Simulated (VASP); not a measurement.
# VN2 (I4/mcm) in VASP: notebook, part 2 of 2

VASP 6.6.1. Earlier steps stand in the parts before.

### 4 Single point, PBE

File INCAR:

```
SYSTEM = VN2
PREC     = Accurate       ! precision mode
ENCUT    = 520            ! plane-wave cutoff, eV
EDIFF    = 1E-6           ! SCF threshold, eV
ISMEAR   = 0              ! smearing method
SIGMA    = 0.3            ! smearing width, eV
LREAL    = .FALSE.        ! projectors in reciprocal space
LASPH    = .TRUE.         ! aspherical terms in the spheres
NELM     = 60             ! most SCF steps
ALGO     = Normal         ! electronic algorithm
ISIF     = 2              ! what is computed and relaxed
LWAVE    = .FALSE.        ! write WAVECAR
LCHARG   = .TRUE.         ! write CHGCAR
GGA      = PE             ! functional
LELF     = .TRUE.         ! ELF
LVHAR    = .TRUE.       
NBANDS   = 32             ! bands
```

File KPOINTS:

```
regular mesh
0
G
  12 12 12
  0 0 0
```

File POSCAR:

```
VN2
1.0
   -2.1507500000      2.1507500000      2.4913500000
    2.1507500000     -2.1507500000      2.4913500000
    2.1507500000      2.1507500000     -2.4913500000
V N
2 4
Direct
    0.2500000000      0.2500000000      0.0000000000
    0.7500000000      0.7500000000      0.0000000000
    0.1151000000      0.6151000000      0.7302000000
    0.6151000000      0.8849000000      0.5000000000
    0.8849000000      0.3849000000      0.2698000000
    0.3849000000      0.1151000000      0.5000000000
```

Potentials or basis: VASP PAW PBE potentials, release 64 (V_sv, N).

Started as:

```bash
$ cat potpaw_PBE.64/V_sv/POTCAR potpaw_PBE.64/N/POTCAR > POTCAR
$ mpirun -np 1 vasp_std > vasp.out
```

OUTCAR:

```text
SYSTEM = VN2
   PREC = Accurate
   ENCUT = 520
   EDIFF = 1E-6
   ISMEAR = 0
   LREAL = .FALSE.
   LASPH = .TRUE.
   NELM = 60
   ISIF = 2
   GGA = PE

 ion  position               nearest neighbor table
   1  0.250  0.250  0.000-   5 2.13   3 2.13   4 2.13   6 2.13   6 2.13   3 2.13   4 2.13   5 2.13
                             2 2.49   2 2.49
   2  0.750  0.750  0.000-   5 2.13   3 2.13   4 2.13   6 2.13   4 2.13   6 2.13   3 2.13   5 2.13
                             1 2.49   1 2.49
   3  0.115  0.615  0.730-   5 1.40   1 2.13   1 2.13   2 2.13   2 2.13
   4  0.615  0.885  0.500-   6 1.40   2 2.13   1 2.13   2 2.13   1 2.13
   5  0.885  0.385  0.270-   3 1.40   2 2.13   1 2.13   2 2.13   1 2.13
   6  0.385  0.115  0.500-   4 1.40   1 2.13   2 2.13   1 2.13   2 2.13

  LATTYP: Found a body centered tetragonal cell.
 ALAT       =     4.3015000000
 C/A-ratio  =     1.1583633616

  Lattice vectors:

 A1 = (  -2.1507500000,   2.1507500000,   2.4913500000)
 A2 = (   2.1507500000,  -2.1507500000,   2.4913500000)
 A3 = (   2.1507500000,   2.1507500000,  -2.4913500000)

Analysis of symmetry for initial positions (statically):
=====================================================================
 Subroutine PRICEL returns:
 Original cell was already a primitive cell.

 Routine SETGRP: Setting up the symmetry group for a
 body centered tetragonal supercell.

 Subroutine GETGRP returns: Found 16 space group operations
 (whereof  8 operations were pure point group operations)
 out of a pool of 16 trial point group operations.

The static configuration has the point symmetry C_4h.
 The point group associated with its full space group is D_4h.

Analysis of symmetry for dynamics (positions and initial velocities):
=====================================================================
 Subroutine PRICEL returns:
 Original cell was already a primitive cell.

 Routine SETGRP: Setting up the symmetry group for a
 body centered tetragonal supercell.

 Subroutine GETGRP returns: Found 16 space group operations
 (whereof  8 operations were pure point group operations)
 out of a pool of 16 trial point group operations.

The dynamic configuration has the point symmetry C_4h.
 The point group associated with its full space group is D_4h.

 Subroutine INISYM returns: Found 16 space group operations
 (whereof  8 operations are pure point group operations),
 and found     1 'primitive' translations

----------------------------------------------------------------------------------------

                                     Primitive cell

  volume of cell :      46.0972

  direct lattice vectors                    reciprocal lattice vectors
    -2.150750000  2.150750000  2.491350000     0.000000000  0.232477043  0.200694403
     2.150750000 -2.150750000  2.491350000     0.232477043  0.000000000  0.200694403
     2.150750000  2.150750000 -2.491350000     0.232477043  0.232477043  0.000000000

  length of vectors
     3.931701406  3.931701406  3.931701406     0.307121830  0.307121830  0.328772187

  position of ions in fractional coordinates (direct lattice)
     0.250000000  0.250000000  0.000000000
     0.750000000  0.750000000  0.000000000
     0.115100000  0.615100000  0.730200000
     0.615100000  0.884900000  0.500000000
     0.884900000  0.384900000  0.269800000
     0.384900000  0.115100000  0.500000000

  ion indices of the primitive-cell ions
   primitive index   ion index
                 1           1
[... 31 lines left out ...]

 Following reciprocal coordinates:
            Coordinates               Weight
  0.000000  0.000000  0.000000      1.000000
  0.083333 -0.000000  0.000000      8.000000
  0.166667 -0.000000  0.000000      8.000000
  0.250000  0.000000  0.000000      8.000000
  0.333333 -0.000000  0.000000      8.000000
  0.416667  0.000000 -0.000000      8.000000
[... 16 lines left out ...]
  0.500000  0.166667  0.000000     16.000000
 -0.416667  0.166667  0.000000     16.000000
 [... further k-points ...]
   k-points           NKPTS =    163   k-points in BZ     NKDIM =    163   number of bands    NBANDS=     32
   number of dos      NEDOS =    301   number of ions     NIONS =      6
   total plane-waves  NPLWV =  27000
   dimension x,y,z NGX =    30 NGY =   30 NGZ =   30
   dimension x,y,z NGXF=    60 NGYF=   60 NGZF=   60
   ions per type =               2   4
   NGX,Y,Z   is equivalent  to a cutoff of  12.69, 12.69, 12.69 a.u.
   NGXF,Y,Z  is equivalent  to a cutoff of  25.37, 25.37, 25.37 a.u.
 SYSTEM =  VN2
   PREC   = accura    normal or accurate (medium, high low for compatibility)
   ISTART =      0    job   : 0-new  1-cont  2-samecut
   ICHARG =      2    charge: 1-file 2-atom 10-const
   ISPIN  =      1    spin polarized calculation?
   LNONCOLLINEAR =      F non collinear calculations
   LSORBIT =      F    spin-orbit coupling
   LASPH  =      T    aspherical Exc in radial PAW
   ENCUT  =  520.0 eV  38.22 Ry    6.18 a.u.   7.31  7.31  7.31*2*pi/ulx,y,z
   NELM   =     60;   NELMIN=  2; NELMDL= -5     # of ELM steps
   EDIFF  = 0.1E-05   stopping-criterion for ELM
   LREAL  =      F    real-space projection
   EDIFFG = 0.1E-04   stopping-criterion for IOM
   NSW    =      0    number of steps for IOM
   IBRION =     -1    ionic relax: 0-MD 1-quasi-New 2-CG
   NFREE  =      0    steps in history (QN), initial steepest desc. (CG)
   ISIF   =      2    stress and relaxation
   ISYM   =      2    0-nonsym 1-usesym 2-fastsym
   POTIM  = 0.5000    time-step for ionic-motion
   TEBEG  =    0.0;   TEEND  =   0.0 temperature during run
   PSTRESS=    0.0 pullay stress
   NELECT =      46.0000    total number of electrons
   NUPDOWN=      -1.0000    fix difference up-down
   EMIN   =  10.00;   EMAX   =-10.00  energy-range for DOS
   EFERMI =   0.00;   METHOD = LEGACY
   ISMEAR =     0;   SIGMA  =   0.30  broadening in eV -4-tet -1-fermi 0-gaus
   EFERMI_NEDOS =   21; number of points for ismear=-14 and -15
   IALGO  =     38    algorithm
   IMIX   =      4    mixing-type and parameters
     AMIX     =   0.40;   BMIX     =  1.00
     AMIX_MAG =   1.60;   BMIX_MAG =  1.00
  volume/ion in A,a.u.               =       7.68        51.85
  Fermi-wavevector in a.u.,A,eV,Ry     =   1.635947  3.091492 36.413581  2.676323
  Thomas-Fermi vector in A             =   2.727335
   LORBIT       =      0    0 simple, 1 ext, 2 COOP (PROOUT), +10 PAW based schemes
   GGA     = PE    functional components
   LHFCALC =     F    Hartree Fock is set to
   AEXX    =    0.0000 exact exchange contribution
   IVDW    =     0    specifies the selected vdW correction
   LEPSILON=     F    determine dielectric tensor
   LRPA    =     F    only Hartree local field effects (RPA)
 non-spin polarized calculation
 Gauss-broadening in eV      SIGMA  =   0.30
  energy-cutoff  :      520.00
  volume of cell :       46.10
 maximum number of plane-waves:      1268
 NGX is ok and might be reduce to    30
   NGX = 15   NGY = 15   NGZ = 15

 number of electron      46.0000009 magnetization

 Free energy of the ion-electron system (eV)
  ---------------------------------------------------
  ext. energy  EPLUGINS =         0.00000000
  ---------------------------------------------------
  free energy    TOTEN  =       -53.39527148 eV

  energy without entropy =      -53.28924092  energy(sigma->0) =      -53.34225620

 E-fermi :  11.4037     XC(G=0): -13.6652

 val. band max:       11.3876888788   @ k =  -0.4167  -0.4167   0.4167
 cond. band min:      11.4057506384   @ k =  -0.4167   0.4167   0.0000
 fundamental gap:      0.0180617596
 Fermi energy:        11.4037392739

 k-point     1 :       0.0000    0.0000    0.0000
  band No.  band energies     occupation
      1     -54.1635      2.00000
      2     -54.0020      2.00000
      3     -28.2621      2.00000
      4     -28.0095      2.00000
      5     -28.0095      2.00000
      6     -27.9996      2.00000
[... 829 lines left out ...]
     31      14.4413      0.00000
     32      15.1256      0.00000

 [... further k-points ...]
[... 5 lines left out ...]
  --------------------------------------------------------------------------------------
  -------------------------------------------------------------------------------------
  Total        0.0177367      0.0177367     -0.0068119      0.0000000      0.0000000     -0.0000000
  in kB        0.6164650      0.6164650     -0.2367565      0.0000000      0.0000000     -0.0000000
  external PRESSURE =       0.3320578 kB  Pullay stress =       0.0000000 kB

 VOLUME and BASIS-vectors are now :
 -----------------------------------------------------------------------------
  energy-cutoff  :      520.00
  volume of cell :       46.10
      direct lattice vectors                 reciprocal lattice vectors
    -2.150750000  2.150750000  2.491350000     0.000000000  0.232477043  0.200694403
     2.150750000 -2.150750000  2.491350000     0.232477043  0.000000000  0.200694403
     2.150750000  2.150750000 -2.491350000     0.232477043  0.232477043  0.000000000

 POSITION                                       TOTAL-FORCE (eV/Angst)
 -----------------------------------------------------------------------------------
      0.00000      0.00000      1.24568        -0.000000      0.000000     -0.000000
      0.00000      0.00000      3.73703        -0.000000      0.000000     -0.000000
      2.64585      0.49510      0.00000        -0.257034     -0.257034      0.000000
      1.65565      0.49510      2.49135         0.257034     -0.257034      0.000000
     -0.49510      1.65565      2.49135         0.257034      0.257034     -0.000000
      0.49510      1.65565      0.00000        -0.257034      0.257034     -0.000000
 -----------------------------------------------------------------------------------
    total drift:                                0.000000      0.000000     -0.000000

  FREE ENERGIE OF THE ION-ELECTRON SYSTEM (eV)
  ---------------------------------------------------
  free  energy   TOTEN  =       -53.3952714771 eV

  energy  without entropy=      -53.2892409243  energy(sigma->0) =      -53.34225620
```

Wall time 1.8 min (1 thread of Intel Xeon 6975P-C (Granite Rapids), shared host); peak memory 0.31 GiB.

Results:

| Quantity | Value |
| --- | --- |
| Free energy | -53.3953 eV |
| Pressure | 0.0 GPa |
| Largest force | 0.364 eV/Å |
| Band gap on the k mesh | zero (band 23 reaches 11.67 eV, above the bottom of band 24 at 11.28 eV) |

Forces in eV/Å, atoms in the order of the input:
```
V    0.000  0.000  0.000
V    0.000  0.000  0.000
N   -0.257 -0.257  0.000
N    0.257 -0.257  0.000
N    0.257  0.257  0.000
N   -0.257  0.257  0.000
```

Caveat: the run has no spin polarisation, though such a crystal can be magnetic.

### 5 Single point, PBE

File INCAR:

```
SYSTEM = VN2
  PREC = Accurate
  ENCUT = 520
  EDIFF = 1E-6
  ISMEAR = 0
  SIGMA = 0.5
  LREAL = .False.
  LASPH = .True.
  NELM = 60
  ALGO = Normal
  ISIF = 2
  LWAVE = .False.
  LCHARG = .True.
  GGA = PE
  LELF = .True.
  LVHAR = .True.
  NBANDS = 32
```

File KPOINTS:

```
regular mesh
0
Gamma
  12 12 12
  0 0 0
```

POSCAR is that of step 4.

Started as:

```bash
$ cat potpaw_PBE.64/V_sv/POTCAR potpaw_PBE.64/N/POTCAR > POTCAR
$ mpirun -np 1 vasp_std > vasp.out
```

It took 1.8 min on 1 thread of Intel Xeon 6975P-C (Granite Rapids), shared host; peak memory 0.3 GiB.

Results (log left out):

```
Free energy            : -53.4881 eV
Pressure               : 0.6 GPa
Largest force          : 0.371 eV/Å
Band gap on the k mesh : zero (band 23 reaches 11.67 eV, above the bottom of band 24 at 11.28 eV)
```

Forces in eV/Å, atoms in the order of the input:
```
V    0.000  0.000  0.000
V    0.000  0.000  0.000
N   -0.262 -0.262  0.000
N    0.262 -0.262  0.000
N    0.262  0.262  0.000
N   -0.262  0.262  0.000
```

Stress tensor (GPa, compression positive):
```
-0.16  0.00  0.00
 0.00 -0.16  0.00
 0.00  0.00  2.08
```

Levels at points of the mesh, in eV from the Fermi level:
| k point | band 21 | band 22 | band 23 | band 24 | band 25 | band 26 |
| --- | --- | --- | --- | --- | --- | --- |
| (0.00, 0.00, 0.00) | -2.52 | -2.50 | -2.50 | 0.90 | 1.04 | 1.04 |
| (0.50, 0.00, 0.00) | -3.05 | -3.05 | 0.27 | 0.27 | 0.87 | 0.87 |
| (0.50, 0.50, 0.00) | -2.65 | -2.46 | -1.27 | 0.14 | 0.92 | 1.24 |
| (0.50, 0.50, 0.50) | -2.02 | -0.14 | -0.06 | 0.05 | 0.07 | 0.17 |

Caveat: the run has no spin polarisation, though such a crystal can be magnetic. With open d or f shells a metallic result of PBE can be an artefact of self-interaction; +U or a hybrid may open a gap.

### 6 Overview

| k mesh | smearing | gap on the mesh (eV) | pressure (GPa) | largest force (eV/Å) |
| --- | --- | --- | --- | --- |
| 10 × 10 × 10, shifted | gaussian 0.1 eV | none | -0.3 | 0.37 |
| 12 × 12 × 12 | gaussian 0.2 eV | none | -0.2 | 0.37 |
| 12 × 12 × 12 | gaussian 0.3 eV | none | 0.0 | 0.36 |
| 12 × 12 × 12 | gaussian 0.5 eV | none | 0.6 | 0.37 |

Alike in all rows: task single point; level PBE; potentials or basis VASP PAW PBE potentials, release 64 (V_sv, N); no spin polarisation; cell as given; cutoff (eV) 520.

Every run on the cell as given and a fine mesh finds a metal.

Caveats: the run has no spin polarisation, though such a crystal can be magnetic.

Total energies depend on the potentials used, so only differences within one code and one set of settings carry meaning.
